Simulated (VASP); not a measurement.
**C: single point with LDA**

The system is C.

```
CELL_PARAMETERS angstrom
0.00000 2.12700 3.34800
1.22800 0.00000 3.34800
1.22800 2.12700 0.00000
ATOMIC_POSITIONS crystal
C 0.08536 0.82503 0.34771
C 0.83333 0.16667 0.83333
```

This cell differs from its parent crystal: atom 1 (C) moved by (+0.300, -0.300) A along [1 1 0] and z.

```yaml
Program: VASP 6.6.1
Task: single point
Functional: LDA
Potentials_or_basis: VASP PAW LDA potentials, release 64 (C)
Cutoff: 520 eV
k_mesh: 14 × 14 × 14
Occupations: gaussian, width 0.05 eV
Spin: no spin polarisation
```

```json
{"Pressure": "34.4 GPa", "Largest force": "18.808 eV/Å", "Band gap on the k mesh": "zero (bands 4 and 5 overlap by 3.37 eV)"}
```

Forces on the atoms (eV/Å):
```
C   -16.146  -9.532   1.480
C    16.146   9.532  -1.480
```

Stress tensor (GPa, compression positive):
```
86.97 44.25 45.05
44.25 22.15 26.92
45.05 26.92 -5.97
```

Levels at points of the mesh, in eV from the Fermi level:
```csv
k point,band 1,band 2,band 3,band 4,band 5,band 6,band 7,band 8
"(0.00, 0.00, 0.00)",-19.82,-6.84,-6.07,1.72,2.30,2.74,9.63,12.82
"(0.50, 0.00, 0.00)",-15.33,-12.49,-5.26,-3.25,0.97,3.65,12.31,14.51
"(0.50, 0.50, 0.50)",-15.52,-12.97,-4.95,-2.36,-0.32,7.87,10.51,14.16
"(0.00, 0.00, 0.50)",-15.50,-12.98,-4.96,-1.49,-1.48,7.98,10.89,14.24
"(0.00, 0.50, 0.00)",-15.34,-12.48,-5.24,-3.80,2.53,3.75,9.76,14.08
"(0.50, 0.50, 0.00)",-19.49,-9.10,-6.01,1.89,2.77,8.57,8.91,11.23
"(0.50, 0.00, 0.50)",-15.43,-11.95,-6.77,-3.23,3.47,5.10,10.84,11.27
"(0.00, 0.50, 0.50)",-15.22,-11.71,-6.75,-4.68,2.00,4.78,11.65,16.16
```

Run time: 5.2 min on 1 thread of Intel(R) Xeon(R) Platinum 8488C (Sapphire Rapids), on a shared host, peak memory 0.3 GiB.

Caveat: the cell differs from its parent crystal (atom 1 (C) moved by (+0.300, -0.300) A along [1 1 0] and z); the cell stands under pressure; forces of over 1 eV/Å act on the atoms, so gaps and moduli don't describe the material at rest.
